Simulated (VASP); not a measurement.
Here is a VASP 6.6.1 calculation.

File INCAR:

```
SYSTEM = WSe2
PREC = Accurate ; ENCUT = 520
EDIFF = 1E-7 ; ISMEAR = 0
SIGMA = 0.05 ; LREAL = .FALSE.
LASPH = .TRUE. ; NELM = 80
ALGO = Normal ; ISIF = 2
LWAVE = .FALSE. ; LCHARG = .FALSE.
GGA = PE ; IVDW = 12
NBANDS = 20
```

Contents of KPOINTS:

```
Automatic mesh
0
G
  9 9 4
  0 0 0
```

The input POSCAR:

```
WSe2
1.0
    3.1480727436      0.0000000000      0.0000000000
   -1.5740363718      2.7263109689      0.0000000000
    0.0000000000      0.0000000000      7.6003920249
W Se
1 2
Direct
    0.0000000000      0.0000000000      0.0000000000
    0.3333333333      0.6666666667      0.2048671987
    0.3333333333      0.6666666667      0.7951328013
```

Potentials or basis: VASP PAW PBE potentials, release 64 (W_sv, Se).

Command:

```bash
$ cat potpaw_PBE.64/W_sv/POTCAR potpaw_PBE.64/Se/POTCAR > POTCAR
$ mpirun -np 1 vasp_std > vasp.out
```

Q: Predict the band gap on the k mesh.

A: 1.78 eV, indirect (least direct gap 1.81 eV).

Q: Predict the pressure.

A: 25.8 GPa.

Stress tensor (GPa, compression positive):
```
23.42  0.00  0.00
 0.00 23.42  0.00
 0.00  0.00 30.55
```

Caveat: spin-orbit coupling is left out, which moves the levels of the heavy elements; forces of over 1 eV/Å act on the atoms, so gaps and moduli don't describe the material at rest. A k mesh can miss the band edges.
